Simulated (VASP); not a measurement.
# C (Im-3m) in VASP: notebook

Aim: see how the results for C move with the level of theory and the settings. Levels: r2SCAN, r2SCAN0. Tasks: single point.

All numbers are computed with VASP 6.6.1; they aren't measurements. Logs are shortened: lines on timing, memory, paths and dates and some standing lists are left out, and cuts for length are marked.

## 1. The cell of the first run

The structure is cubic, space group Im-3m (No. 229). The conventional cell has a = 2.388 Å, b = 2.388 Å, c = 2.388 Å, α = 90.00°, β = 90.00°, γ = 90.00°. C (site symmetry m-3m) has 14 C at 2.07 to 2.39 Å within 2.7 Å.

## 2. Single point, r2SCAN

Contents of POSCAR:

```
C
1.0
   -1.1939981931      1.1939981931      1.1939981931
    1.1939981931     -1.1939981931      1.1939981931
    1.1939981931      1.1939981931     -1.1939981931
C
1
Direct
    0.0000000000      0.0000000000      0.0000000000
```

Contents of INCAR.step1:

```
ALGO = Normal ; EDIFF = 1E-4
ENCUT = 520 ; GGA = PE
ISMEAR = -1 ; LASPH = T
LCHARG = F ; LREAL = F
LWAVE = T ; NBANDS = 8
NELM = 100 ; PREC = Accurate
SIGMA = 0.1
```

Contents of INCAR.step2:

```
ALGO = Normal ; EDIFF = 1E-7
ENCUT = 520 ; ISIF = 2
ISMEAR = -1 ; ISTART = 1
LASPH = T ; LCHARG = F
LMIXTAU = T ; LREAL = F
LWAVE = F ; METAGGA = R2SCAN
NBANDS = 8 ; NELM = 100
PREC = Accurate ; SIGMA = 0.1
```

Contents of KPOINTS:

```
k-points
0
Gamma
  9 9 9
```

Potentials or basis: VASP PAW PBE potentials, release 64 (C).

Launch:

```bash
cat potpaw_PBE.64/C/POTCAR > POTCAR
cp INCAR.step1 INCAR
mpirun -np 1 vasp_std > vasp.out
cp INCAR.step2 INCAR
mpirun -np 1 vasp_std > vasp.out
```

OUTCAR:

```text
EDIFF = 1E-7
   ENCUT = 520
   ISIF = 2
   ISMEAR = -1
   ISTART = 1
   LASPH = T
   LREAL = F
   METAGGA = R2SCAN
   NELM = 100
   PREC = Accurate

 ion  position               nearest neighbor table
   1  0.000  0.000  0.000-

  LATTYP: Found a body centered cubic cell.
 ALAT       =     2.3879963862

  Lattice vectors:

 A1 = (  -1.1939981931,   1.1939981931,   1.1939981931)
 A2 = (   1.1939981931,  -1.1939981931,   1.1939981931)
 A3 = (   1.1939981931,   1.1939981931,  -1.1939981931)

Analysis of symmetry for initial positions (statically):
=====================================================================
 Subroutine PRICEL returns:
 Original cell was already a primitive cell.

 Routine SETGRP: Setting up the symmetry group for a
 body centered cubic supercell.

 Subroutine GETGRP returns: Found 48 space group operations
 (whereof 48 operations were pure point group operations)
 out of a pool of 48 trial point group operations.

The static configuration has the point symmetry O_h .

Analysis of symmetry for dynamics (positions and initial velocities):
=====================================================================
 Subroutine PRICEL returns:
 Original cell was already a primitive cell.

 Routine SETGRP: Setting up the symmetry group for a
 body centered cubic supercell.

 Subroutine GETGRP returns: Found 48 space group operations
 (whereof 48 operations were pure point group operations)
 out of a pool of 48 trial point group operations.

The dynamic configuration has the point symmetry O_h .

 Subroutine INISYM returns: Found 48 space group operations
 (whereof 48 operations are pure point group operations),
 and found     1 'primitive' translations

----------------------------------------------------------------------------------------

                                     Primitive cell

  volume of cell :       6.8088

  direct lattice vectors                    reciprocal lattice vectors
    -1.193998193  1.193998193  1.193998193     0.000000000  0.418761103  0.418761103
     1.193998193 -1.193998193  1.193998193     0.418761103  0.000000000  0.418761103
     1.193998193  1.193998193 -1.193998193     0.418761103  0.418761103  0.000000000

  length of vectors
     2.068065535  2.068065535  2.068065535     0.592217631  0.592217631  0.592217631

[... 71 lines left out ...]
   ICHARG =      0    charge: 1-file 2-atom 10-const
   ISPIN  =      1    spin polarized calculation?
   LNONCOLLINEAR =      F non collinear calculations
   LSORBIT =      F    spin-orbit coupling
   LASPH  =      T    aspherical Exc in radial PAW
   ENCUT  =  520.0 eV  38.22 Ry    6.18 a.u.   3.85  3.85  3.85*2*pi/ulx,y,z
   NELM   =    100;   NELMIN=  2; NELMDL=  0     # of ELM steps
   EDIFF  = 0.1E-06   stopping-criterion for ELM
   LREAL  =      F    real-space projection
   EDIFFG = 0.1E-05   stopping-criterion for IOM
   NSW    =      0    number of steps for IOM
   IBRION =     -1    ionic relax: 0-MD 1-quasi-New 2-CG
   NFREE  =      0    steps in history (QN), initial steepest desc. (CG)
   ISIF   =      2    stress and relaxation
   ISYM   =      2    0-nonsym 1-usesym 2-fastsym
   POTIM  = 0.5000    time-step for ionic-motion
   TEBEG  =    0.0;   TEEND  =   0.0 temperature during run
   PSTRESS=    0.0 pullay stress
   NELECT =       4.0000    total number of electrons
   NUPDOWN=      -1.0000    fix difference up-down
   EMIN   =  10.00;   EMAX   =-10.00  energy-range for DOS
   EFERMI =   0.00;   METHOD = LEGACY
   ISMEAR =    -1;   SIGMA  =   0.10  broadening in eV -4-tet -1-fermi 0-gaus
   EFERMI_NEDOS =   21; number of points for ismear=-14 and -15
   IALGO  =     38    algorithm
   IMIX   =      4    mixing-type and parameters
     AMIX     =   0.40;   BMIX     =  1.00
     AMIX_MAG =   1.60;   BMIX_MAG =  1.00
  volume/ion in A,a.u.               =       6.81        45.95
  Fermi-wavevector in a.u.,A,eV,Ry     =   1.371106  2.591015 25.578038  1.879933
  Thomas-Fermi vector in A             =   2.496833
   LORBIT       =      0    0 simple, 1 ext, 2 COOP (PROOUT), +10 PAW based schemes
   METAGGA = R2SCAN    functional components
   LHFCALC =     F    Hartree Fock is set to
   AEXX    =    0.0000 exact exchange contribution
   IVDW    =     0    specifies the selected vdW correction
   LEPSILON=     F    determine dielectric tensor
   LRPA    =     F    only Hartree local field effects (RPA)
 non-spin polarized calculation
  energy-cutoff  :      520.00
  volume of cell :        6.81
 maximum number of plane-waves:       190
   NGX =  7   NGY =  7   NGZ =  7

 number of electron       4.0000000 magnetization

 Free energy of the ion-electron system (eV)
  ---------------------------------------------------
  ext. energy  EPLUGINS =         0.00000000
  ---------------------------------------------------
  free energy    TOTEN  =        -5.34241232 eV

  energy without entropy =       -5.32380794  energy(sigma->0) =       -5.33311013

 E-fermi :   7.8355     XC(G=0): -14.0732

 val. band max:        7.6693476336   @ k =   0.2222   0.1111   0.1111
 cond. band min:       7.9369141927   @ k =  -0.4444   0.4444   0.3333
 fundamental gap:      0.2675665591
 Fermi energy:         7.8354516904

 k-point     1 :       0.0000    0.0000    0.0000
  band No.  band energies     occupation
      1     -12.2632      2.00000
      2      17.8733      0.00000
      3      17.8733      0.00000
      4      17.8733      0.00000
      5      42.5261      0.00000
      6      42.5261      0.00000
      7      42.5261      0.00000
      8      45.1323      0.00000
[... 243 lines left out ...]
 k-point    24 :      -0.4444   -0.4444    0.1111
  band No.  band energies     occupation
      1       0.2867      2.00000
      2       0.7607      2.00000
      3       9.0469      0.00001
      4      15.5357      0.00000
      5      30.9394      0.00000
      6      35.9068      0.00000
      7      37.4903      0.00000
      8      45.1889      0.00000

 [... further k-points ...]
[... 5 lines left out ...]
  --------------------------------------------------------------------------------------
  -------------------------------------------------------------------------------------
  Total        0.0299274      0.0299274      0.0299274     -0.0000000      0.0000000      0.0000000
  in kB        7.0422120      7.0422120      7.0422120     -0.0000000      0.0000000      0.0000000
  external PRESSURE =       7.0422120 kB  Pullay stress =       0.0000000 kB

 VOLUME and BASIS-vectors are now :
 -----------------------------------------------------------------------------
  energy-cutoff  :      520.00
  volume of cell :        6.81
      direct lattice vectors                 reciprocal lattice vectors
    -1.193998193  1.193998193  1.193998193     0.000000000  0.418761103  0.418761103
     1.193998193 -1.193998193  1.193998193     0.418761103  0.000000000  0.418761103
     1.193998193  1.193998193 -1.193998193     0.418761103  0.418761103  0.000000000

 POSITION                                       TOTAL-FORCE (eV/Angst)
 -----------------------------------------------------------------------------------
      0.00000      0.00000      0.00000        -0.000000     -0.000000      0.000000
 -----------------------------------------------------------------------------------
    total drift:                                0.000000      0.000000     -0.000000

  FREE ENERGIE OF THE ION-ELECTRON SYSTEM (eV)
  ---------------------------------------------------
  free  energy   TOTEN  =        -5.3424123167 eV

  energy  without entropy=       -5.3238079415  energy(sigma->0) =       -5.33311013
```

OUTCAR.step1:

```text
EDIFF = 1E-4
   ENCUT = 520
   GGA = PE
   ISMEAR = -1
   LASPH = T
   LREAL = F
[... 477 lines left out ...]

 POSITION                                       TOTAL-FORCE (eV/Angst)
 -----------------------------------------------------------------------------------
      0.00000      0.00000      0.00000         0.000000      0.000000      0.000000
 -----------------------------------------------------------------------------------
    total drift:                                0.000000      0.000000      0.000000

  FREE ENERGIE OF THE ION-ELECTRON SYSTEM (eV)
  ---------------------------------------------------
  free  energy   TOTEN  =        -4.8792555249 eV

  energy  without entropy=       -4.8604408287  energy(sigma->0) =       -4.86984818
```

OSZICAR.step1:

```text
N       E                     dE             d eps       ncg     rms          rms(c)
DAV:   1    -0.357238934049E+01   -0.35724E+01   -0.23499E+03   648   0.484E+02
DAV:   2    -0.487274643859E+01   -0.13004E+01   -0.11826E+01   720   0.261E+01
DAV:   3    -0.487636239206E+01   -0.36160E-02   -0.36154E-02   632   0.139E+00
DAV:   4    -0.487636310826E+01   -0.71620E-06   -0.71634E-06   776   0.204E-02
DAV:   5    -0.487636310880E+01   -0.53899E-09   -0.11008E-09   624   0.150E-04    0.929E-01
DAV:   6    -0.487796604663E+01   -0.16029E-02   -0.84810E-04   640   0.187E-01    0.544E-01
DAV:   7    -0.487924073953E+01   -0.12747E-02   -0.16139E-03   656   0.266E-01    0.344E-02
DAV:   8    -0.487925552486E+01   -0.14785E-04   -0.33742E-05   320   0.435E-02
   1 F= -.48792555E+01 E0= -.48698482E+01  d E =-.188147E-01
```

Wall time 11 s (1 thread of Intel Xeon Platinum 8375C at 2.90GHz (Ice Lake), shared host); peak memory 0.11 GiB.

Results:

```
Free energy            : -5.3424 eV
Pressure               : 0.7 GPa
Band gap on the k mesh : zero (bands 2 and 3 overlap by 14.74 eV)
```

Caveat: the k points lie up to 0.41 Å⁻¹ apart, too coarse for converged energies and pressures of a metal; the PAW data sets were made with another functional, which shifts forces and pressure a little.

## 3. Single point, r2SCAN0

POSCAR is that of step 2.

Contents of INCAR.step1:

```
PREC = Accurate
ENCUT = 520
EDIFF = 1E-5
ISMEAR = -1
SIGMA = 0.1
LREAL = False
LASPH = True
NELM = 80
ALGO = Normal
ISIF = 2
LWAVE = True
NBANDS = 8
GGA = PE
```

Contents of INCAR.step2:

```
PREC = Accurate
ENCUT = 520
EDIFF = 1E-7
ISMEAR = -1
SIGMA = 0.1
LREAL = False
LASPH = True
NELM = 80
ALGO = Normal
ISIF = 2
LWAVE = False
LCHARG = True
METAGGA = R2SCAN
LHFCALC = True
AEXX = 0.25
LMIXTAU = True
PRECFOCK = Normal
LELF = True
LVHAR = True
NBANDS = 8
ISTART = 1
```

Contents of KPOINTS:

```
regular mesh
0
Gamma
  9 9 9
```

Potentials or basis: VASP PAW PBE potentials, release 64 (C).

Launch:

```bash
cat potpaw_PBE.64/C/POTCAR > POTCAR
cp INCAR.step1 INCAR
mpirun -np 1 vasp_std > vasp.out
cp INCAR.step2 INCAR
mpirun -np 1 vasp_std > vasp.out
```

It took 4.8 min on 1 thread of Intel Xeon Platinum 8375C at 2.90GHz (Ice Lake), shared host; peak memory 0.12 GiB.

It converged, with:

```
Free energy            : -6.6870 eV
Pressure               : -6.1 GPa
Band gap on the k mesh : zero (bands 2 and 3 overlap by 17.45 eV)
```

Levels at points of the mesh, in eV from the Fermi level:
```
           k point  band 1  band 2  band 3  band 4  band 5  band 6
(0.00, 0.00, 0.00)  -22.43   11.95   11.95   11.95   36.29   36.29
```

Caveat: the k points lie up to 0.41 Å⁻¹ apart, too coarse for converged energies and pressures of a metal; the PAW data sets were made with another functional, which shifts forces and pressure a little.

The gap in the log of VASP goes by the Fermi energy; the results here count the filled bands.